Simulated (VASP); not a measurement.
# ZnO (P6_3/mmc) in VASP: a series of runs, part 2 of 2

VASP 6.6.1. Earlier steps stand in the parts before.

## 3. Single point, PBE (volume changed by +6%)

INCAR

```
  ALGO = Normal
  EDIFF = 1E-6
  ENCUT = 520
  GGA = PE
  ISIF = 2
  ISMEAR = 0
  LASPH = True
  LCHARG = False
  LREAL = False
  LWAVE = False
  NBANDS = 26
  NELM = 80
  PREC = Accurate
  SIGMA = 0.01
```

KPOINTS

```
k-points
0
Gamma
  9 9 4
```

POSCAR

```
ZnO
1.0
    3.0845221689      0.0000000000      0.0000000000
   -1.5422610845      2.6712745568      0.0000000000
    0.0000000000      0.0000000000      5.2939293383
Zn O
2 2
Direct
    0.0000000000      0.0000000000      0.0000000000
    0.0000000000      0.0000000000      0.5000000000
    0.3333333333      0.6666666667      0.2500000000
    0.6666666667      0.3333333333      0.7500000000
```

Potentials or basis: VASP PAW PBE potentials, release 64 (Zn, O).

Launch:

```bash
$ cat potpaw_PBE.64/Zn/POTCAR potpaw_PBE.64/O/POTCAR > POTCAR
$ mpirun -np 1 vasp_std > vasp.out
```

OUTCAR:

```text
EDIFF = 1E-6
   ENCUT = 520
   GGA = PE
   ISIF = 2
   ISMEAR = 0
   LASPH = True
   LREAL = False
   NELM = 80
   PREC = Accurate

 ion  position               nearest neighbor table
   1  0.000  0.000  0.000-   3 2.22   4 2.22   4 2.22   3 2.22   4 2.22   3 2.22   2 2.65   2 2.65

   2  0.000  0.000  0.500-   3 2.22   4 2.22   4 2.22   3 2.22   4 2.22   3 2.22   1 2.65   1 2.65

   3  0.333  0.667  0.250-   1 2.22   2 2.22   1 2.22   2 2.22   1 2.22   2 2.22
   4  0.667  0.333  0.750-   1 2.22   2 2.22   1 2.22   2 2.22   1 2.22   2 2.22

  LATTYP: Found a hexagonal cell.
 ALAT       =     3.0845221689
 C/A-ratio  =     1.7162883093

  Lattice vectors:

 A1 = (   3.0845221689,   0.0000000000,   0.0000000000)
 A2 = (  -1.5422610845,   2.6712745568,   0.0000000000)
 A3 = (   0.0000000000,   0.0000000000,   5.2939293383)

Analysis of symmetry for initial positions (statically):
=====================================================================
 Subroutine PRICEL returns:
 Original cell was already a primitive cell.

 Routine SETGRP: Setting up the symmetry group for a
 hexagonal supercell.

 Subroutine GETGRP returns: Found 24 space group operations
 (whereof 12 operations were pure point group operations)
 out of a pool of 24 trial point group operations.

The static configuration has the point symmetry D_3d.
 The point group associated with its full space group is D_6h.

Analysis of symmetry for dynamics (positions and initial velocities):
=====================================================================
 Subroutine PRICEL returns:
 Original cell was already a primitive cell.

 Routine SETGRP: Setting up the symmetry group for a
 hexagonal supercell.

 Subroutine GETGRP returns: Found 24 space group operations
 (whereof 12 operations were pure point group operations)
 out of a pool of 24 trial point group operations.
[... 117 lines left out ...]
   NELECT =      36.0000    total number of electrons
   NUPDOWN=      -1.0000    fix difference up-down
   EMIN   =  10.00;   EMAX   =-10.00  energy-range for DOS
   EFERMI =   0.00;   METHOD = LEGACY
   ISMEAR =     0;   SIGMA  =   0.01  broadening in eV -4-tet -1-fermi 0-gaus
   EFERMI_NEDOS =   21; number of points for ismear=-14 and -15
   IALGO  =     38    algorithm
   IMIX   =      4    mixing-type and parameters
     AMIX     =   0.40;   BMIX     =  1.00
     AMIX_MAG =   1.60;   BMIX_MAG =  1.00
  volume/ion in A,a.u.               =      10.90        73.59
  Fermi-wavevector in a.u.,A,eV,Ry     =   1.535610  2.901881 32.083854  2.358097
  Thomas-Fermi vector in A             =   2.642374
   LORBIT       =      0    0 simple, 1 ext, 2 COOP (PROOUT), +10 PAW based schemes
   GGA     = PE    functional components
   LHFCALC =     F    Hartree Fock is set to
   AEXX    =    0.0000 exact exchange contribution
   IVDW    =     0    specifies the selected vdW correction
   LEPSILON=     F    determine dielectric tensor
   LRPA    =     F    only Hartree local field effects (RPA)
 non-spin polarized calculation
 Gauss-broadening in eV      SIGMA  =   0.01
  energy-cutoff  :      520.00
  volume of cell :       43.62
 maximum number of plane-waves:      1188
 NGX is ok and might be reduce to    24
   NGX = 11   NGY = 11   NGZ = 19

 number of electron      36.0000036 magnetization

 Free energy of the ion-electron system (eV)
  ---------------------------------------------------
  ext. energy  EPLUGINS =         0.00000000
  ---------------------------------------------------
  free energy    TOTEN  =       -16.90141163 eV

  energy without entropy =      -16.90141163  energy(sigma->0) =      -16.90141163

 E-fermi :   1.8387     XC(G=0): -11.6701

 val. band max:        1.6995037542   @ k =   0.0000   0.0000   0.0000
 cond. band min:       1.9563901511   @ k =   0.0000   0.0000   0.0000
 fundamental gap:      0.2568863969
 Fermi energy:         1.8387115450

 k-point     1 :       0.0000    0.0000    0.0000
  band No.  band energies     occupation
      1     -16.0173      2.00000
      2     -15.0332      2.00000
      3      -4.9589      2.00000
      4      -3.8000      2.00000
      5      -3.8000      2.00000
      6      -3.7227      2.00000
[... 685 lines left out ...]
     25      12.4653      0.00000
     26      17.7478      0.00000

 [... further k-points ...]
[... 5 lines left out ...]
  --------------------------------------------------------------------------------------
  -------------------------------------------------------------------------------------
  Total       -1.9590348     -1.9590348     -2.2611016      0.0000000      0.0000000      0.0000000
  in kB      -71.9561915    -71.9561915    -83.0512368      0.0000000      0.0000000      0.0000000
  external PRESSURE =     -75.6545399 kB  Pullay stress =       0.0000000 kB

 VOLUME and BASIS-vectors are now :
 -----------------------------------------------------------------------------
  energy-cutoff  :      520.00
  volume of cell :       43.62
      direct lattice vectors                 reciprocal lattice vectors
     3.084522169  0.000000000  0.000000000     0.324199323  0.187176567  0.000000000
    -1.542261084  2.671274557  0.000000000     0.000000000  0.374353133  0.000000000
     0.000000000  0.000000000  5.293929338     0.000000000  0.000000000  0.188895608

 POSITION                                       TOTAL-FORCE (eV/Angst)
 -----------------------------------------------------------------------------------
      0.00000      0.00000      0.00000         0.000000      0.000000      0.000000
      0.00000      0.00000      2.64696         0.000000      0.000000      0.000000
     -0.00000      1.78085      1.32348         0.000000      0.000000      0.000000
      1.54226      0.89042      3.97045        -0.000000     -0.000000     -0.000000
 -----------------------------------------------------------------------------------
    total drift:                               -0.000000      0.000000     -0.000000

  FREE ENERGIE OF THE ION-ELECTRON SYSTEM (eV)
  ---------------------------------------------------
  free  energy   TOTEN  =       -16.9014116334 eV

  energy  without entropy=      -16.9014116334  energy(sigma->0) =      -16.90141163
```

stdout:

```text
POSCAR found type information on POSCAR ZnO
 POSCAR found :  2 types and       4 ions
 scaLAPACK will be used
 LDA part: xc-table for (Slater+PW92), standard interpolation
 POSCAR, INCAR and KPOINTS ok, starting setup
 FFT: planning ... GRIDC
 FFT: planning ... GRID_SOFT
 FFT: planning ... GRID
 WAVECAR not read
 entering main loop
```

Wall time 21 s (1 thread of AMD EPYC 9R45 (Zen 5), shared host); peak memory 0.14 GiB.

What came out:

* Free energy: -16.9014 eV
* Pressure: -7.6 GPa
* Band gap on the k mesh: 0.26 eV, direct

Levels at points of the mesh, in eV from the valence-band top:
| k point | band 16 | band 17 | band 18 | band 19 | band 20 | band 21 |
| --- | --- | --- | --- | --- | --- | --- |
| (0.00, 0.00, 0.00) | -0.93 | 0.00 | 0.00 | 0.26 | 5.33 | 7.86 |
| (0.00, 0.00, 0.50) | -0.41 | -0.41 | -0.41 | 3.33 | 3.33 | 10.54 |
